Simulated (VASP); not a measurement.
Runs of VASP 6.6.1 on ZnSe (Stilleite). The structure is that of space group F-43m (No. 216), or close to it. The cells are those of the table. 

```csv
task,level,cell,cutoff (eV),gap on the mesh (eV),pressure (GPa),relaxed volume (Å³/atom)
relaxation of cell and atoms,PBEsol,"relaxed from a = 4.008 Å, angles 60.0°, 2 atoms",600,1.93,0.0,(c)
single point,PBEsol,"a = 3.981 Å, angles 60.1°, 2 atoms",520,1.95,0.3,-
relaxation of cell and atoms,PBE+D4,"relaxed from a = 4.008 Å, angles 60.0°, 2 atoms",600,1.97,-0.1,-
relaxation of cell and atoms,r2SCAN+D4,"relaxed from a = 4.008 Å, angles 60.0°, 2 atoms",600,2.54,0.1,22.47
single point,PBE+D4,"a = 4.000 Å, angles 60.1°, 2 atoms",520,(a),0.3,-
single point,revPBE+D3(BJ),"a = 3.977 Å, angles 60.1°, 2 atoms",520,2.15,0.3,-
relaxation of cell and atoms,revPBE+D3(BJ),"relaxed from a = 4.008 Å, angles 60.0°, 2 atoms",600,(b),0.1,22.35
single point,r2SCAN+D4,"a = 3.990 Å, angles 60.0°, 2 atoms",520,2.54,0.1,-
```

Alike in all rows: potentials or basis VASP PAW PBE potentials, release 64 (Zn, Se); no spin polarisation; k mesh 6 × 6 × 6, shifted; smearing fermi-dirac 0.01 eV.

Task: Fill in the values left out.

Result: (a) 1.99; (b) 2.14; (c) 22.44.

Caveats: the PAW data sets were made with another functional, which shifts forces and pressure a little (some runs); the relaxation stopped at its first step, so nothing moved (some runs).

A k mesh can miss the band edges, and the runs leave out spin-orbit coupling on Se.
